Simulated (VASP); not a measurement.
Here is a VASP 6.6.1 calculation.

File INCAR:

```
ALGO = Normal
EDIFF = 1E-6
EDIFFG = -0.005
ENCUT = 600
GGA = PE
IBRION = 2
ISIF = 3
ISMEAR = 0
IVDW = 12
LASPH = T
LCHARG = F
LREAL = F
LWAVE = F
NELM = 100
NSW = 70
PREC = Accurate
SIGMA = 0.1
```

The input KPOINTS:

```
k-points
0
Gamma
  18 18 14
```

The input POSCAR:

```
TaN
1.0
    2.9501846799      0.0000000000      0.0000000000
   -1.4750923399      2.5549348786      0.0000000000
    0.0000000000      0.0000000000      2.8977716016
Ta N
1 1
Direct
    0.3333333333      0.6666666667      0.5000000000
    0.0000000000      0.0000000000      0.0000000000
```

Potentials or basis: VASP PAW PBE potentials, release 64 (Ta_pv, N).

Run with:

```bash
$ cat potpaw_PBE.64/Ta_pv/POTCAR potpaw_PBE.64/N/POTCAR > POTCAR
$ mpirun -np 1 vasp_std > vasp.out
```

Estimate the band gap on the k mesh.

zero (band 8 reaches 8.52 eV, above the bottom of band 9 at 8.22 eV).

Predict the relaxed volume.

10.72 Å³/atom.

Estimate the dispersion energy per atom.

-0.468 eV.

The path:
| step | energy change (eV) | largest force (eV/Å) | pressure (GPa) | volume (Å³) |
| --- | --- | --- | --- | --- |
| 1 | 0.0000 | 0.0000 | -6.39 | 21.84 |
| 2 | 0.0414 | 0.0000 | 17.63 | 20.49 |
| 3 | -0.0083 | 0.0000 | -0.10 | 21.44 |
| 4 | -0.0083 | 0.0000 | 0.03 | 21.43 |
| 5 | -0.0083 | 0.0000 | 0.04 | 21.43 |
| 6 | -0.0083 | 0.0000 | 0.03 | 21.43 |
| 7 | -0.0083 | 0.0000 | 0.04 | 21.43 |

Caveat: spin-orbit coupling is left out, which moves the levels of the heavy elements; pairwise dispersion overbinds metals, which lowers pressure and volume.
